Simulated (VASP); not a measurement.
# SnSe (Pnma) in VASP: single point with PBE

Aim: the single point of SnSe with PBE.

Program: VASP 6.6.1. These are calculated values, not measurements. Logs are shortened: lines on timing, memory, paths and dates and some standing lists are left out, and cuts for length are marked.

## (1) The cell of the first run

The structure is orthorhombic, space group Pnma (No. 62). The conventional cell has a = 11.664 Å, b = 4.126 Å, c = 4.701 Å, α = 90.00°, β = 90.00°, γ = 90.00°. Within 3.7 Å of Sn (site symmetry m) lie 6 Se at 2.80 to 3.53 Å and 2 Sn at 3.64 Å. Within 3.7 Å of Se (site symmetry m) lie 6 Sn at 2.80 to 3.53 Å.

## (2) Single point, PBE

Contents of INCAR:

```
  PREC = Accurate
  ENCUT = 520
  EDIFF = 1E-7
  ISMEAR = -1
  SIGMA = 0.01
  LREAL = False
  LASPH = True
  NELM = 60
  ALGO = Normal
  ISIF = 2
  LWAVE = False
  LCHARG = False
  GGA = PE
  NBANDS = 50
```

Contents of KPOINTS:

```
Automatic mesh
0
Gamma
  3 8 7
```

Contents of POSCAR:

```
SnSe
1.0
   11.6644585000      0.0000000000      0.0000000000
    0.0000000000      4.1262509500      0.0000000000
    0.0000000000      0.0000000000      4.7009074500
Sn Se
4 4
Direct
    0.6181339878      0.7500000000      0.3729566328
    0.8818660122      0.2500000000      0.8729566328
    0.3818660122      0.2500000000      0.6270433672
    0.1181339878      0.7500000000      0.1270433672
    0.1456714651      0.2500000000      0.5227136341
    0.6456714651      0.2500000000      0.9772863659
    0.3543285349      0.7500000000      0.0227136341
    0.8543285349      0.7500000000      0.4772863659
```

Potentials or basis: VASP PAW PBE potentials, release 64 (Sn_d, Se).

Run with:

```bash
$ cat potpaw_PBE.64/Sn_d/POTCAR potpaw_PBE.64/Se/POTCAR > POTCAR
$ mpirun -np 1 vasp_std > vasp.out
```

OUTCAR:

```text
PREC = Accurate
   ENCUT = 520
   EDIFF = 1E-7
   ISMEAR = -1
   LREAL = False
   LASPH = True
   NELM = 60
   ISIF = 2
   GGA = PE

 ion  position               nearest neighbor table
   1  0.618  0.750  0.373-   6 2.80   6 2.80   8 2.80   3 3.64   3 3.64
   2  0.882  0.250  0.873-   8 2.80   8 2.80   6 2.80   4 3.64   4 3.64
   3  0.382  0.250  0.627-   7 2.80   7 2.80   5 2.80   1 3.64   1 3.64
   4  0.118  0.750  0.127-   5 2.80   5 2.80   7 2.80   2 3.64   2 3.64
   5  0.146  0.250  0.523-   4 2.80   4 2.80   3 2.80
   6  0.646  0.250  0.977-   1 2.80   1 2.80   2 2.80
   7  0.354  0.750  0.023-   3 2.80   3 2.80   4 2.80
   8  0.854  0.750  0.477-   2 2.80   2 2.80   1 2.80

  LATTYP: Found a simple orthorhombic cell.
 ALAT       =     4.1262509500
 B/A-ratio  =     1.1392684320
 C/A-ratio  =     2.8268902307

  Lattice vectors:

 A1 = (   0.0000000000,   4.1262509500,   0.0000000000)
 A2 = (   0.0000000000,   0.0000000000,   4.7009074500)
 A3 = (  11.6644585000,   0.0000000000,   0.0000000000)

Analysis of symmetry for initial positions (statically):
=====================================================================
 Subroutine PRICEL returns:
 Original cell was already a primitive cell.

 Routine SETGRP: Setting up the symmetry group for a
 simple orthorhombic supercell.

 Subroutine GETGRP returns: Found  8 space group operations
 (whereof  2 operations were pure point group operations)
 out of a pool of  8 trial point group operations.

The static configuration has the point symmetry S_2 .
 The point group associated with its full space group is D_2h.

Analysis of symmetry for dynamics (positions and initial velocities):
=====================================================================
 Subroutine PRICEL returns:
 Original cell was already a primitive cell.

 Routine SETGRP: Setting up the symmetry group for a
 simple orthorhombic supercell.

 Subroutine GETGRP returns: Found  8 space group operations
 (whereof  2 operations were pure point group operations)
 out of a pool of  8 trial point group operations.

The dynamic configuration has the point symmetry S_2 .
 The point group associated with its full space group is D_2h.

 Subroutine INISYM returns: Found  8 space group operations
 (whereof  2 operations are pure point group operations),
 and found     1 'primitive' translations

----------------------------------------------------------------------------------------

                                     Primitive cell

  volume of cell :     226.2569

  direct lattice vectors                    reciprocal lattice vectors
    11.664458500  0.000000000  0.000000000     0.085730512  0.000000000  0.000000000
     0.000000000  4.126250950  0.000000000     0.000000000  0.242350747  0.000000000
     0.000000000  0.000000000  4.700907450     0.000000000  0.000000000  0.212724886

  length of vectors
    11.664458500  4.126250950  4.700907450     0.085730512  0.242350747  0.212724886

  position of ions in fractional coordinates (direct lattice)
     0.618133988  0.750000000  0.372956633
     0.881866012  0.250000000  0.872956633
     0.381866012  0.250000000  0.627043367
     0.118133988  0.750000000  0.127043367
     0.145671465  0.250000000  0.522713634
     0.645671465  0.250000000  0.977286366
     0.354328535  0.750000000  0.022713634
     0.854328535  0.750000000  0.477286366

  ion indices of the primitive-cell ions
   primitive index   ion index
                 1           1
                 2           2
                 3           3
                 4           4
                 5           5
                 6           6
                 7           7
                 8           8

----------------------------------------------------------------------------------------

 KPOINTS: Automatic mesh

Automatic generation of k-mesh.
 Grid dimensions read from file:
 generate k-points for:    3    8    7

 Generating k-lattice:

  Cartesian coordinates                     Fractional coordinates (reciprocal lattice)
     0.028576837  0.000000000  0.000000000     0.333333333  0.000000000  0.000000000
     0.000000000  0.030293843  0.000000000     0.000000000  0.125000000  0.000000000
     0.000000000  0.000000000  0.030389269     0.000000000  0.000000000  0.142857143

  Length of vectors
     0.028576837  0.030293843  0.030389269

  Shift w.r.t. Gamma in fractional coordinates (k-lattice)
     0.000000000  0.000000000  0.000000000

 Subroutine IBZKPT returns following result:
 ===========================================

 Found     40 irreducible k-points:

 Following reciprocal coordinates:
            Coordinates               Weight
  0.000000  0.000000  0.000000      1.000000
  0.333333  0.000000  0.000000      2.000000
  0.000000  0.125000  0.000000      2.000000
  0.333333  0.125000  0.000000      4.000000
  0.000000  0.250000  0.000000      2.000000
  0.333333  0.250000  0.000000      4.000000
[... 16 lines left out ...]
  0.000000  0.125000  0.285714      4.000000
  0.333333  0.125000  0.285714      8.000000
 [... further k-points ...]
   k-points           NKPTS =     40   k-points in BZ     NKDIM =     40   number of bands    NBANDS=     50
   number of dos      NEDOS =    301   number of ions     NIONS =      8
   total plane-waves  NPLWV = 103680
   dimension x,y,z NGX =    90 NGY =   32 NGZ =   36
   dimension x,y,z NGXF=   180 NGYF=   64 NGZF=   72
   ions per type =               4   4
   NGX,Y,Z   is equivalent  to a cutoff of  12.83, 12.89, 12.73 a.u.
   NGXF,Y,Z  is equivalent  to a cutoff of  25.65, 25.79, 25.46 a.u.
 SYSTEM =  unknown system
   PREC   = accura    normal or accurate (medium, high low for compatibility)
   ISTART =      0    job   : 0-new  1-cont  2-samecut
   ICHARG =      2    charge: 1-file 2-atom 10-const
   ISPIN  =      1    spin polarized calculation?
   LNONCOLLINEAR =      F non collinear calculations
   LSORBIT =      F    spin-orbit coupling
   LASPH  =      T    aspherical Exc in radial PAW
   ENCUT  =  520.0 eV  38.22 Ry    6.18 a.u.  21.69  7.67  8.74*2*pi/ulx,y,z
   NELM   =     60;   NELMIN=  2; NELMDL= -5     # of ELM steps
   EDIFF  = 0.1E-06   stopping-criterion for ELM
   LREAL  =      F    real-space projection
   EDIFFG = 0.1E-05   stopping-criterion for IOM
   NSW    =      0    number of steps for IOM
   IBRION =     -1    ionic relax: 0-MD 1-quasi-New 2-CG
   NFREE  =      0    steps in history (QN), initial steepest desc. (CG)
   ISIF   =      2    stress and relaxation
   ISYM   =      2    0-nonsym 1-usesym 2-fastsym
   POTIM  = 0.5000    time-step for ionic-motion
   TEBEG  =    0.0;   TEEND  =   0.0 temperature during run
   PSTRESS=    0.0 pullay stress
   NELECT =      80.0000    total number of electrons
   NUPDOWN=      -1.0000    fix difference up-down
   EMIN   =  10.00;   EMAX   =-10.00  energy-range for DOS
   EFERMI =   0.00;   METHOD = LEGACY
   ISMEAR =    -1;   SIGMA  =   0.01  broadening in eV -4-tet -1-fermi 0-gaus
   EFERMI_NEDOS =   21; number of points for ismear=-14 and -15
   IALGO  =     38    algorithm
   IMIX   =      4    mixing-type and parameters
     AMIX     =   0.40;   BMIX     =  1.00
     AMIX_MAG =   1.60;   BMIX_MAG =  1.00
  volume/ion in A,a.u.               =      28.28       190.86
  Fermi-wavevector in a.u.,A,eV,Ry     =   1.157633  2.187609 18.233356  1.340114
  Thomas-Fermi vector in A             =   2.294243
   LORBIT       =      0    0 simple, 1 ext, 2 COOP (PROOUT), +10 PAW based schemes
   GGA     = PE    functional components
   LHFCALC =     F    Hartree Fock is set to
   AEXX    =    0.0000 exact exchange contribution
   IVDW    =     0    specifies the selected vdW correction
   LEPSILON=     F    determine dielectric tensor
   LRPA    =     F    only Hartree local field effects (RPA)
 non-spin polarized calculation
  energy-cutoff  :      520.00
  volume of cell :      226.26
 maximum number of plane-waves:      6129
 NGX is ok and might be reduce to    90
   NGX = 43   NGY = 15   NGZ = 17

 number of electron      79.9999982 magnetization

 Free energy of the ion-electron system (eV)
  ---------------------------------------------------
  ext. energy  EPLUGINS =         0.00000000
  ---------------------------------------------------
  free energy    TOTEN  =       -32.87122753 eV

  energy without entropy =      -32.87122753  energy(sigma->0) =      -32.87122753

 E-fermi :   4.9463     XC(G=0):  -9.4165

 val. band max:        4.7516199803   @ k =   0.0000   0.0000   0.2857
 cond. band min:       5.4358516033   @ k =   0.0000   0.3750   0.0000
 fundamental gap:      0.6842316230
 Fermi energy:         4.9463193859

 k-point     1 :       0.0000    0.0000    0.0000
  band No.  band energies     occupation
      1     -16.4809      2.00000
      2     -16.4709      2.00000
      3     -16.4683      2.00000
      4     -16.4628      2.00000
      5     -16.4612      2.00000
      6     -16.4586      2.00000
[... 42 lines left out ...]
     49       9.3776      0.00000
     50       9.6524      0.00000

 k-point     2 :       0.3333    0.0000    0.0000
  band No.  band energies     occupation
      1     -16.4791      2.00000
      2     -16.4746      2.00000
      3     -16.4659      2.00000
      4     -16.4637      2.00000
      5     -16.4608      2.00000
      6     -16.4597      2.00000
[... 42 lines left out ...]
     49       9.5312      0.00000
     50       9.5497      0.00000

 k-point     3 :       0.0000    0.1250    0.0000
  band No.  band energies     occupation
      1     -16.4778      2.00000
      2     -16.4694      2.00000
      3     -16.4654      2.00000
      4     -16.4629      2.00000
      5     -16.4606      2.00000
      6     -16.4595      2.00000
[... 42 lines left out ...]
     49       8.7726      0.00000
     50       9.7605      0.00000

 k-point     4 :       0.3333    0.1250    0.0000
  band No.  band energies     occupation
      1     -16.4761      2.00000
      2     -16.4722      2.00000
      3     -16.4638      2.00000
      4     -16.4628      2.00000
      5     -16.4611      2.00000
      6     -16.4608      2.00000
[... 999 lines left out ...]
 k-point    23 :       0.0000    0.1250    0.2857
  band No.  band energies     occupation
      1     -16.4751      2.00000
      2     -16.4685      2.00000
      3     -16.4670      2.00000
      4     -16.4652      2.00000
      5     -16.4614      2.00000
      6     -16.4610      2.00000
[... 42 lines left out ...]
     49       9.1635      0.00000
     50       9.2407      0.00000

 k-point    24 :       0.3333    0.1250    0.2857
  band No.  band energies     occupation
      1     -16.4739      2.00000
      2     -16.4709      2.00000
      3     -16.4660      2.00000
      4     -16.4653      2.00000
      5     -16.4615      2.00000
      6     -16.4610      2.00000
[... 42 lines left out ...]
     49       8.9564      0.00000
     50       9.1596      0.00000

 [... further k-points ...]
[... 5 lines left out ...]
  --------------------------------------------------------------------------------------
  -------------------------------------------------------------------------------------
  Total        0.3496837      0.8935721     -0.1086439      0.0000000      0.0000000      0.0000000
  in kB        2.4761903      6.3275889     -0.7693325      0.0000000      0.0000000      0.0000000
  external PRESSURE =       2.6781489 kB  Pullay stress =       0.0000000 kB

 VOLUME and BASIS-vectors are now :
 -----------------------------------------------------------------------------
  energy-cutoff  :      520.00
  volume of cell :      226.26
      direct lattice vectors                 reciprocal lattice vectors
    11.664458500  0.000000000  0.000000000     0.085730512  0.000000000  0.000000000
     0.000000000  4.126250950  0.000000000     0.000000000  0.242350747  0.000000000
     0.000000000  0.000000000  4.700907450     0.000000000  0.000000000  0.212724886

 POSITION                                       TOTAL-FORCE (eV/Angst)
 -----------------------------------------------------------------------------------
      7.21020      3.09469      1.75323        -0.003054      0.000000      0.011572
     10.28649      1.03156      4.10369         0.003054      0.000000      0.011572
      4.45426      1.03156      2.94767         0.003054      0.000000     -0.011572
      1.37797      3.09469      0.59722        -0.003054     -0.000000     -0.011572
      1.69918      1.03156      2.45723        -0.004338     -0.000000      0.016119
      7.53141      1.03156      4.59413        -0.004338      0.000000     -0.016119
      4.13305      3.09469      0.10677         0.004338      0.000000      0.016119
      9.96528      3.09469      2.24368         0.004338      0.000000     -0.016119
 -----------------------------------------------------------------------------------
    total drift:                               -0.000000     -0.000000     -0.000000

  FREE ENERGIE OF THE ION-ELECTRON SYSTEM (eV)
  ---------------------------------------------------
  free  energy   TOTEN  =       -32.8712275253 eV

  energy  without entropy=      -32.8712275253  energy(sigma->0) =      -32.87122753
```

It took 9.1 min on 1 thread of AMD EPYC 7R43 (Zen 3), shared host; peak memory 0.47 GiB.

Results:

```yaml
Free_energy: -32.8712 eV
Pressure: 0.3 GPa
Largest_force: 0.017 eV/Å
Band_gap_on_the_k_mesh: 0.68 eV, indirect (least direct gap 1.19 eV)
```

Forces on the atoms (eV/Å):
```
Sn  -0.003  0.000  0.012
Sn   0.003  0.000  0.012
Sn   0.003  0.000 -0.012
Sn  -0.003  0.000 -0.012
Se  -0.004  0.000  0.016
Se  -0.004  0.000 -0.016
Se   0.004  0.000  0.016
Se   0.004  0.000 -0.016
```

Caveat: spin-orbit coupling is left out, which moves the levels of the heavy elements. A k mesh can miss the band edges.
